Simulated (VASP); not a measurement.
# MoSe (P6_3/mmc) in VASP: a series of runs

The runs below take MoSe through single point, relaxation of cell and atoms, with r2SCAN, PBEsol.

Everything below comes from runs of VASP 6.6.1. Logs are shortened: lines on timing, memory, paths and dates and some standing lists are left out, and cuts for length are marked.

**1. The cell of the first run**

It takes space group P6_3/mmc (No. 194, hexagonal). The conventional cell has a = 3.228 Å, b = 3.228 Å, c = 7.114 Å, α = 90.00°, β = 90.00°, γ = 120.00°. Within 3.4 Å of Mo (site symmetry -3m) lie 6 Se at 2.58 Å and 6 Mo at 3.23 Å. Se (site symmetry -6m2) has 6 Mo at 2.58 Å and 6 Se at 3.23 Å within 3.4 Å.

**2. Single point, r2SCAN, collinear spin**

File POSCAR:

```
MoSe
1.0
    3.2284874235      0.0000000000      0.0000000000
   -1.6142437117      2.7959521245      0.0000000000
    0.0000000000      0.0000000000      7.1137260779
Mo Se
2 2
Direct
    0.0000000000      0.0000000000      0.0000000000
    0.0000000000      0.0000000000      0.5000000000
    0.3333333333      0.6666666667      0.2500000000
    0.6666666667      0.3333333333      0.7500000000
```

File INCAR.step1:

```
SYSTEM = MoSe
PREC = Accurate ; ENCUT = 520
ISMEAR = 0 ; SIGMA = 0.1
LREAL = .FALSE. ; LASPH = .TRUE.
NELM = 150 ; ISPIN = 2
MAGMOM = 3.5 3.5 0 0 ; LMAXMIX = 4
NBANDS = 32 ; GGA = PE
ALGO = Normal ; EDIFF = 1E-4
LWAVE = .TRUE. ; LCHARG = .FALSE.
```

File INCAR.step2:

```
SYSTEM = MoSe
PREC = Accurate ; ENCUT = 520
EDIFF = 1E-6 ; ISMEAR = 0
SIGMA = 0.1 ; LREAL = .FALSE.
LASPH = .TRUE. ; NELM = 150
ALGO = Normal ; ISIF = 2
LWAVE = .FALSE. ; LCHARG = .TRUE.
ISPIN = 2 ; MAGMOM = 3.5 3.5 0 0
LORBIT = 11 ; LMAXMIX = 4
METAGGA = R2SCAN ; LMIXTAU = .TRUE.
LELF = .TRUE. ; LVHAR = .TRUE.
NBANDS = 32 ; ISTART = 1
```

File KPOINTS:

```
regular mesh
0
G
  12 12 6
  0 0 0
```

Potentials or basis: VASP PAW PBE potentials, release 64 (Mo_sv, Se).

Launch:

```bash
$ cat potpaw_PBE.64/Mo_sv/POTCAR potpaw_PBE.64/Se/POTCAR > POTCAR
$ cp INCAR.step1 INCAR
$ mpirun -np 1 vasp_std > vasp.out
$ cp INCAR.step2 INCAR
$ mpirun -np 1 vasp_std > vasp.out
```

OUTCAR:

```text
SYSTEM = MoSe
   PREC = Accurate
   ENCUT = 520
   EDIFF = 1E-6
   ISMEAR = 0
   LREAL = .FALSE.
   LASPH = .TRUE.
   NELM = 150
   ISIF = 2
   ISPIN = 2
   LORBIT = 11
   METAGGA = R2SCAN
   ISTART = 1

 ion  position               nearest neighbor table
   1  0.000  0.000  0.000-   3 2.58   4 2.58   3 2.58   4 2.58   4 2.58   3 2.58
   2  0.000  0.000  0.500-   3 2.58   4 2.58   3 2.58   4 2.58   4 2.58   3 2.58
   3  0.333  0.667  0.250-   1 2.58   2 2.58   1 2.58   2 2.58   1 2.58   2 2.58
   4  0.667  0.333  0.750-   1 2.58   2 2.58   1 2.58   2 2.58   1 2.58   2 2.58

  LATTYP: Found a hexagonal cell.
 ALAT       =     3.2284874235
 C/A-ratio  =     2.2034238158

  Lattice vectors:

 A1 = (   3.2284874235,   0.0000000000,   0.0000000000)
 A2 = (  -1.6142437117,   2.7959521245,   0.0000000000)
 A3 = (   0.0000000000,   0.0000000000,   7.1137260779)

Analysis of symmetry for initial positions (statically):
=====================================================================
 Subroutine PRICEL returns:
 Original cell was already a primitive cell.

 Routine SETGRP: Setting up the symmetry group for a
 hexagonal supercell.

 Subroutine GETGRP returns: Found 24 space group operations
 (whereof 12 operations were pure point group operations)
 out of a pool of 24 trial point group operations.

The static configuration has the point symmetry D_3d.
 The point group associated with its full space group is D_6h.

Analysis of symmetry for dynamics (positions and initial velocities):
=====================================================================
 Subroutine PRICEL returns:
 Original cell was already a primitive cell.

 Routine SETGRP: Setting up the symmetry group for a
 hexagonal supercell.

 Subroutine GETGRP returns: Found 24 space group operations
 (whereof 12 operations were pure point group operations)
 out of a pool of 24 trial point group operations.

The dynamic configuration has the point symmetry D_3d.
 The point group associated with its full space group is D_6h.

Analysis of structural, dynamic, and magnetic symmetry:
=====================================================================
 Subroutine PRICEL returns:
 Original cell was already a primitive cell.

 Routine SETGRP: Setting up the symmetry group for a
 hexagonal supercell.

 Subroutine GETGRP returns: Found 24 space group operations
 (whereof 12 operations were pure point group operations)
 out of a pool of 24 trial point group operations.

The overall configuration has the point symmetry D_3d.
 The point group associated with its full space group is D_6h.

 Subroutine INISYM returns: Found 24 space group operations
 (whereof 12 operations are pure point group operations),
 and found     1 'primitive' translations

----------------------------------------------------------------------------------------

                                     Primitive cell

  volume of cell :      64.2134

  direct lattice vectors                    reciprocal lattice vectors
     3.228487423  0.000000000  0.000000000     0.309742573  0.178829958  0.000000000
    -1.614243712  2.795952124  0.000000000     0.000000000  0.357659915  0.000000000
     0.000000000  0.000000000  7.113726078     0.000000000  0.000000000  0.140573307

  length of vectors
     3.228487423  3.228487423  7.113726078     0.357659915  0.357659915  0.140573307

  position of ions in fractional coordinates (direct lattice)
     0.000000000  0.000000000  0.000000000
     0.000000000  0.000000000  0.500000000
     0.333333333  0.666666667  0.250000000
     0.666666667  0.333333333  0.750000000

  ion indices of the primitive-cell ions
   primitive index   ion index
                 1           1
                 2           2
                 3           3
                 4           4

----------------------------------------------------------------------------------------

 KPOINTS: regular mesh

Automatic generation of k-mesh.
 Grid dimensions read from file:
 generate k-points for:   12   12    6

 Generating k-lattice:

  Cartesian coordinates                     Fractional coordinates (reciprocal lattice)
     0.025811881  0.014902496  0.000000000     0.083333333  0.000000000  0.000000000
     0.000000000  0.029804993  0.000000000     0.000000000  0.083333333  0.000000000
     0.000000000  0.000000000  0.023428885     0.000000000  0.000000000  0.166666667

  Length of vectors
     0.029804993  0.029804993  0.023428885

  Shift w.r.t. Gamma in fractional coordinates (k-lattice)
     0.000000000  0.000000000  0.000000000

 Subroutine IBZKPT returns following result:
 ===========================================

 Found     76 irreducible k-points:

 Following reciprocal coordinates:
            Coordinates               Weight
  0.000000  0.000000  0.000000      1.000000
  0.083333  0.000000  0.000000      6.000000
  0.166667  0.000000  0.000000      6.000000
  0.250000 -0.000000  0.000000      6.000000
  0.333333 -0.000000  0.000000      6.000000
  0.416667  0.000000  0.000000      6.000000
[... 16 lines left out ...]
  0.250000 -0.000000  0.166667     12.000000
  0.333333 -0.000000  0.166667     12.000000
 [... further k-points ...]
   k-points           NKPTS =     76   k-points in BZ     NKDIM =     76   number of bands    NBANDS=     32
   number of dos      NEDOS =    301   number of ions     NIONS =      4
   total plane-waves  NPLWV =  31104
   dimension x,y,z NGX =    24 NGY =   24 NGZ =   54
   dimension x,y,z NGXF=    48 NGYF=   48 NGZF=  108
   ions per type =               2   2
   NGX,Y,Z   is equivalent  to a cutoff of  12.36, 12.36, 12.62 a.u.
   NGXF,Y,Z  is equivalent  to a cutoff of  24.72, 24.72, 25.24 a.u.
 SYSTEM =  MoSe
   PREC   = accura    normal or accurate (medium, high low for compatibility)
   ISTART =      1    job   : 0-new  1-cont  2-samecut
   ICHARG =      0    charge: 1-file 2-atom 10-const
   ISPIN  =      2    spin polarized calculation?
   LNONCOLLINEAR =      F non collinear calculations
   LSORBIT =      F    spin-orbit coupling
   LASPH  =      T    aspherical Exc in radial PAW
   ENCUT  =  520.0 eV  38.22 Ry    6.18 a.u.   6.00  6.00 13.23*2*pi/ulx,y,z
   NELM   =    150;   NELMIN=  2; NELMDL=  0     # of ELM steps
   EDIFF  = 0.1E-05   stopping-criterion for ELM
   LREAL  =      F    real-space projection
   EDIFFG = 0.1E-04   stopping-criterion for IOM
   NSW    =      0    number of steps for IOM
   IBRION =     -1    ionic relax: 0-MD 1-quasi-New 2-CG
   NFREE  =      0    steps in history (QN), initial steepest desc. (CG)
   ISIF   =      2    stress and relaxation
   ISYM   =      2    0-nonsym 1-usesym 2-fastsym
   POTIM  = 0.5000    time-step for ionic-motion
   TEBEG  =    0.0;   TEEND  =   0.0 temperature during run
   PSTRESS=    0.0 pullay stress
   NELECT =      40.0000    total number of electrons
   NUPDOWN=      -1.0000    fix difference up-down
   EMIN   =  10.00;   EMAX   =-10.00  energy-range for DOS
   EFERMI =   0.00;   METHOD = LEGACY
   ISMEAR =     0;   SIGMA  =   0.10  broadening in eV -4-tet -1-fermi 0-gaus
   EFERMI_NEDOS =   21; number of points for ismear=-14 and -15
   IALGO  =     38    algorithm
   IMIX   =      4    mixing-type and parameters
     AMIX     =   0.40;   BMIX     =  1.00
     AMIX_MAG =   1.60;   BMIX_MAG =  1.00
  volume/ion in A,a.u.               =      16.05       108.33
  Fermi-wavevector in a.u.,A,eV,Ry     =   1.398147  2.642115 26.596874  1.954815
  Thomas-Fermi vector in A             =   2.521334
   LORBIT       =     11    0 simple, 1 ext, 2 COOP (PROOUT), +10 PAW based schemes
   METAGGA = R2SCAN    functional components
   LHFCALC =     F    Hartree Fock is set to
   AEXX    =    0.0000 exact exchange contribution
   IVDW    =     0    specifies the selected vdW correction
   LEPSILON=     F    determine dielectric tensor
   LRPA    =     F    only Hartree local field effects (RPA)
 spin polarized calculation
 Gauss-broadening in eV      SIGMA  =   0.10
  energy-cutoff  :      520.00
  volume of cell :       64.21
 maximum number of plane-waves:      1764
   NGX = 13   NGY = 13   NGZ = 27

 number of electron      39.9999998 magnetization      -0.0000158

 Free energy of the ion-electron system (eV)
  ---------------------------------------------------
  ext. energy  EPLUGINS =         0.00000000
  ---------------------------------------------------
  free energy    TOTEN  =       -80.52371681 eV

  energy without entropy =      -80.50866305  energy(sigma->0) =      -80.51618993

 E-fermi :  11.0238     XC(G=0): -13.2049

 val. band max:       11.0188773560   @ k =   0.0833   0.0833   0.0000
 cond. band min:      11.0315934429   @ k =   0.3333   0.3333   0.3333
 fundamental gap:      0.0127160868
 Fermi energy:        11.0237880643

 spin component 1

 k-point     1 :       0.0000    0.0000    0.0000
  band No.  band energies     occupation
      1     -52.4090      1.00000
      2     -52.4032      1.00000
      3     -26.0721      1.00000
      4     -25.9415      1.00000
      5     -25.6238      1.00000
      6     -25.6238      1.00000
[... 829 lines left out ...]
     31      20.3162      0.00000
     32      21.5028      0.00000

 [... further k-points ...]

 spin component 2

 k-point     1 :       0.0000    0.0000    0.0000
  band No.  band energies     occupation
      1     -52.4090      1.00000
      2     -52.4032      1.00000
      3     -26.0721      1.00000
      4     -25.9416      1.00000
      5     -25.6238      1.00000
      6     -25.6238      1.00000
[... 829 lines left out ...]
     31      20.3162      0.00000
     32      21.5027      0.00000

 [... further k-points ...]

------------------------ aborting loop because EDIFF is reached ----------------------------------------

  FORCE on cell =-STRESS in cart. coord.  units (eV):
  Direction    XX          YY          ZZ          XY          YZ          ZX
  --------------------------------------------------------------------------------------
  -------------------------------------------------------------------------------------
  Total        2.6019641      2.6019641      1.6953922      0.0000000      0.0000000     -0.0000000
  in kB       64.9211060     64.9211060     42.3014058      0.0000000      0.0000000     -0.0000000
  external PRESSURE =      57.3812059 kB  Pullay stress =       0.0000000 kB

 VOLUME and BASIS-vectors are now :
 -----------------------------------------------------------------------------
  energy-cutoff  :      520.00
  volume of cell :       64.21
      direct lattice vectors                 reciprocal lattice vectors
     3.228487423  0.000000000  0.000000000     0.309742573  0.178829958  0.000000000
    -1.614243712  2.795952124  0.000000000     0.000000000  0.357659915  0.000000000
     0.000000000  0.000000000  7.113726078     0.000000000  0.000000000  0.140573307

 POSITION                                       TOTAL-FORCE (eV/Angst)
 -----------------------------------------------------------------------------------
      0.00000      0.00000      0.00000        -0.000000      0.000000     -0.000000
      0.00000      0.00000      3.55686        -0.000000      0.000000     -0.000000
     -0.00000      1.86397      1.77843         0.000000     -0.000000      0.000000
      1.61424      0.93198      5.33529        -0.000000      0.000000     -0.000000
 -----------------------------------------------------------------------------------
    total drift:                               -0.000000      0.000000      0.000000

  FREE ENERGIE OF THE ION-ELECTRON SYSTEM (eV)
  ---------------------------------------------------
  free  energy   TOTEN  =       -80.5237168140 eV

  energy  without entropy=      -80.5086630503  energy(sigma->0) =      -80.51618993

 total charge

# of ion       s       p       d       tot
------------------------------------------
    1        2.222   6.133   4.066  12.421
    2        2.222   6.133   4.066  12.421
    3        1.435   2.464   0.139   4.038
    4        1.435   2.464   0.139   4.038
--------------------------------------------------
tot          7.314  17.194   8.410  32.918

 magnetization (x)

# of ion       s       p       d       tot
------------------------------------------
    1       -0.000  -0.000  -0.000  -0.000
    2       -0.000  -0.000  -0.000  -0.000
    3        0.000   0.000  -0.000   0.000
    4        0.000   0.000  -0.000   0.000
--------------------------------------------------
tot         -0.000  -0.000  -0.000  -0.000
```

Wall time 5.6 min (1 thread of Intel Xeon 6975P-C (Granite Rapids), shared host); peak memory 0.36 GiB.

Results:

```yaml
Free_energy: -80.5237 eV
Pressure: 5.7 GPa
Band_gap_on_the_k_mesh: zero (filled and empty bands overlap)
Net_moment: 0.00 μB per cell
Valence_electrons_inside_the_program's_atomic_spheres: Mo 12.42; Se 4.04
```

Levels at points of the mesh, in eV from the Fermi level:
Spin up:
```
           k point  band 16  band 17  band 18  band 19  band 20  band 21  band 22  band 23  band 24  band 25
(0.00, 0.00, 0.00)    -1.83    -1.83    -1.32    -1.32    -1.03    -1.03    -0.77    -0.11    -0.11     3.92
(0.50, 0.00, 0.00)    -3.93    -3.31    -2.86    -0.92     0.42     1.26     1.38     1.42     2.43     3.94
(0.00, 0.00, 0.50)    -3.53    -2.11    -2.11    -0.97    -0.97    -0.97    -0.97     1.97     1.97     1.97
(0.50, 0.00, 0.50)    -4.45    -3.26    -3.26     0.80     0.80     1.30     1.30     1.77     1.77     2.96
```
Spin down:
| k point | band 17 | band 18 | band 19 | band 20 | band 21 | band 22 | band 23 | band 24 |
| --- | --- | --- | --- | --- | --- | --- | --- | --- |
| (0.00, 0.00, 0.00) | -1.83 | -1.32 | -1.32 | -1.03 | -1.03 | -0.77 | -0.11 | -0.11 |
| (0.50, 0.00, 0.00) | -3.31 | -2.86 | -0.92 | 0.42 | 1.26 | 1.38 | 1.42 | 2.43 |
| (0.00, 0.00, 0.50) | -2.11 | -2.11 | -0.97 | -0.97 | -0.97 | -0.97 | 1.97 | 1.97 |
| (0.50, 0.00, 0.50) | -3.26 | -3.26 | 0.80 | 0.80 | 1.30 | 1.30 | 1.77 | 1.77 |

Caveat: the cell stands under pressure; the PAW data sets were made with another functional, which shifts forces and pressure a little.

**3. Single point, PBEsol**

File INCAR:

```
SYSTEM = MoSe
PREC = Accurate
ENCUT = 520
EDIFF = 1E-7
ISMEAR = 0
SIGMA = 0.1
LREAL = .FALSE.
LASPH = .TRUE.
NELM = 80
ALGO = Normal
ISIF = 2
LWAVE = .FALSE.
LCHARG = .TRUE.
GGA = PS
LELF = .TRUE.
LVHAR = .TRUE.
NBANDS = 28
```

File KPOINTS:

```
Automatic mesh
0
G
  12 12 6
  0 0 0
```

POSCAR is that of step 2.

Potentials or basis: VASP PAW PBE potentials, release 64 (Mo_sv, Se).

Launch:

```bash
$ cat potpaw_PBE.64/Mo_sv/POTCAR potpaw_PBE.64/Se/POTCAR > POTCAR
$ mpirun -np 1 vasp_std > vasp.out
```

OUTCAR:

```text
SYSTEM = MoSe
   PREC = Accurate
   ENCUT = 520
   EDIFF = 1E-7
   ISMEAR = 0
   LREAL = .FALSE.
   LASPH = .TRUE.
   NELM = 80
   ISIF = 2
   GGA = PS

 ion  position               nearest neighbor table
   1  0.000  0.000  0.000-   3 2.58   4 2.58   3 2.58   4 2.58   4 2.58   3 2.58
   2  0.000  0.000  0.500-   3 2.58   4 2.58   3 2.58   4 2.58   4 2.58   3 2.58
   3  0.333  0.667  0.250-   1 2.58   2 2.58   1 2.58   2 2.58   1 2.58   2 2.58
   4  0.667  0.333  0.750-   1 2.58   2 2.58   1 2.58   2 2.58   1 2.58   2 2.58

  LATTYP: Found a hexagonal cell.
 ALAT       =     3.2284874235
 C/A-ratio  =     2.2034238158

  Lattice vectors:

 A1 = (   3.2284874235,   0.0000000000,   0.0000000000)
 A2 = (  -1.6142437117,   2.7959521245,   0.0000000000)
 A3 = (   0.0000000000,   0.0000000000,   7.1137260779)

Analysis of symmetry for initial positions (statically):
=====================================================================
 Subroutine PRICEL returns:
 Original cell was already a primitive cell.

 Routine SETGRP: Setting up the symmetry group for a
 hexagonal supercell.

 Subroutine GETGRP returns: Found 24 space group operations
[... 171 lines left out ...]
 E-fermi :  10.8884     XC(G=0): -12.4957

 val. band max:       10.8740897309   @ k =   0.3333   0.1667   0.5000
 cond. band min:      10.8937139059   @ k =   0.3333   0.1667   0.1667
 fundamental gap:      0.0196241750
 Fermi energy:        10.8884045570

 k-point     1 :       0.0000    0.0000    0.0000
  band No.  band energies     occupation
      1     -50.4590      2.00000
      2     -50.4537      2.00000
      3     -24.8479      2.00000
      4     -24.7239      2.00000
      5     -24.4263      2.00000
      6     -24.4263      2.00000
[... 733 lines left out ...]
     27      15.9922      0.00000
     28      16.2692      0.00000

 [... further k-points ...]

------------------------ aborting loop because EDIFF is reached ----------------------------------------

  FORCE on cell =-STRESS in cart. coord.  units (eV):
  Direction    XX          YY          ZZ          XY          YZ          ZX
  --------------------------------------------------------------------------------------
  -------------------------------------------------------------------------------------
  Total        0.1704366      0.1704366      0.2425959      0.0000000     -0.0000000      0.0000000
  in kB        4.2525318      4.2525318      6.0529644      0.0000000     -0.0000000      0.0000000
  external PRESSURE =       4.8526760 kB  Pullay stress =       0.0000000 kB

 VOLUME and BASIS-vectors are now :
 -----------------------------------------------------------------------------
  energy-cutoff  :      520.00
  volume of cell :       64.21
      direct lattice vectors                 reciprocal lattice vectors
     3.228487423  0.000000000  0.000000000     0.309742573  0.178829958  0.000000000
    -1.614243712  2.795952124  0.000000000     0.000000000  0.357659915  0.000000000
     0.000000000  0.000000000  7.113726078     0.000000000  0.000000000  0.140573307

 POSITION                                       TOTAL-FORCE (eV/Angst)
 -----------------------------------------------------------------------------------
      0.00000      0.00000      0.00000        -0.000000     -0.000000     -0.000000
      0.00000      0.00000      3.55686        -0.000000     -0.000000     -0.000000
     -0.00000      1.86397      1.77843         0.000000     -0.000000     -0.000000
      1.61424      0.93198      5.33529        -0.000000      0.000000      0.000000
 -----------------------------------------------------------------------------------
    total drift:                               -0.000000      0.000000      0.000000

  FREE ENERGIE OF THE ION-ELECTRON SYSTEM (eV)
  ---------------------------------------------------
  free  energy   TOTEN  =       -31.3687444806 eV

  energy  without entropy=      -31.3520691709  energy(sigma->0) =      -31.36040683
```

OSZICAR:

```text
N       E                     dE             d eps       ncg     rms          rms(c)
DAV:   1     0.348521765340E+03    0.34852E+03   -0.22288E+04  4312   0.140E+03
DAV:   2    -0.186865164288E+02   -0.36721E+03   -0.35871E+03  4864   0.397E+02
DAV:   3    -0.323582450917E+02   -0.13672E+02   -0.13276E+02  5268   0.687E+01
DAV:   4    -0.325315220754E+02   -0.17328E+00   -0.17266E+00  4820   0.715E+00
DAV:   5    -0.325331395767E+02   -0.16175E-02   -0.16168E-02  4880   0.663E-01    0.235E+01
DAV:   6    -0.314712663487E+02    0.10619E+01   -0.50408E+00  4672   0.136E+01    0.778E+00
DAV:   7    -0.313915331855E+02    0.79733E-01   -0.38792E-01  4568   0.355E+00    0.440E+00
DAV:   8    -0.313692992530E+02    0.22234E-01   -0.81699E-02  4692   0.167E+00    0.464E-01
DAV:   9    -0.313687992898E+02    0.49996E-03   -0.28062E-03  4864   0.301E-01    0.165E-01
DAV:  10    -0.313687456674E+02    0.53622E-04   -0.62068E-04  4652   0.177E-01    0.544E-02
DAV:  11    -0.313687466442E+02   -0.97678E-06   -0.53677E-05  4720   0.482E-02    0.118E-02
DAV:  12    -0.313687450536E+02    0.15906E-05   -0.37055E-06  4636   0.110E-02    0.485E-03
DAV:  13    -0.313687444192E+02    0.63435E-06   -0.62999E-07  4068   0.416E-03    0.752E-04
DAV:  14    -0.313687444806E+02   -0.61415E-07   -0.15407E-08  2412   0.876E-04
   1 F= -.31368744E+02 E0= -.31360407E+02  d E =-.166753E-01
```

Wall time 46 s (1 thread of Intel Xeon 6975P-C (Granite Rapids), shared host); peak memory 0.25 GiB.

Results:

```
Free energy            : -31.3687 eV
Pressure               : 0.5 GPa
Band gap on the k mesh : zero (bands 20 and 21 overlap by 1.61 eV)
```

Caveat: the PAW data sets were made with another functional, which shifts forces and pressure a little.

(Continued in part 2 of 3.)

The gap in the log of VASP goes by the Fermi energy; the results here count the filled bands.